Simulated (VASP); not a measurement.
The system is LiPb2.

```
CELL_PARAMETERS angstrom
3.61812 0.00000 0.00000
-1.80906 3.13339 0.00000
0.00000 0.00000 7.18644
ATOMIC_POSITIONS crystal
Li 0.00000 0.00000 0.00000
Pb 0.00000 0.00000 0.31735
Pb 0.00000 0.00000 0.68265
```

The cell was built from a structure type or drawn by symmetry, and may not be a known phase.

* Program: VASP 6.6.1
* Task: relaxation of cell and atoms
* Functional: PBE
* Potentials or basis: VASP PAW PBE potentials, release 64 (Li_sv, Pb_d)
* Cutoff: 750 eV
* k mesh: 6 × 6 × 4
* Occupations: gaussian, width 0.1 eV
* Spin: no spin polarisation

At the start: pressure 10.5 GPa; volume 27.16 Å³/atom.

**Question.** Where does the relaxation end?

**Answer.** Over 13 steps the energy falls by 507.3 meV/atom and the volume is 29.78 Å³/atom (+9.7 %); space group P6/mmm (No. 191, to 0.1 Å) before and after.

The path:
| step | energy change (eV) | largest force (eV/Å) | pressure (GPa) | volume (Å³) |
| --- | --- | --- | --- | --- |
| 1 | 0.0000 | 1.3003 | 10.50 | 81.47 |
| 2 | -1.3229 | 0.4753 | -3.11 | 101.81 |
| 3 | -1.3366 | 0.4587 | -1.56 | 95.20 |
| 4 | -1.3630 | 0.5347 | -2.62 | 98.70 |
| 5 | -1.3652 | 0.5193 | -2.35 | 97.63 |
| 6 | -1.3654 | 0.5250 | -2.43 | 97.95 |
| 7 | -1.4877 | 0.3798 | -1.14 | 92.16 |
| 8 | -1.5020 | 0.3250 | -0.34 | 89.74 |
| 9 | -1.5021 | 0.3212 | -0.29 | 89.57 |
| 10 | -1.5159 | 0.1997 | 0.09 | 88.55 |
| 11 | -1.5183 | 0.1062 | 0.34 | 87.96 |
| 12 | -1.5211 | 0.0526 | 0.12 | 88.71 |
| 13 | -1.5218 | 0.0091 | -0.07 | 89.34 |

Final structure:
```xyz
3
Lattice="3.4105 0.0000 0.0000 -1.7052 2.9536 0.0000 0.0000 0.0000 8.8693" Properties=species:S:1:pos:R:3 pbc="T T T"
Li    0.0000    0.0000    0.0000
Pb    0.0000    0.0000    2.8247
Pb    3.4105    0.0000    6.0446
```

Caveat: a cell axis changed by over 15 % at a fixed basis, so the end point is rough.
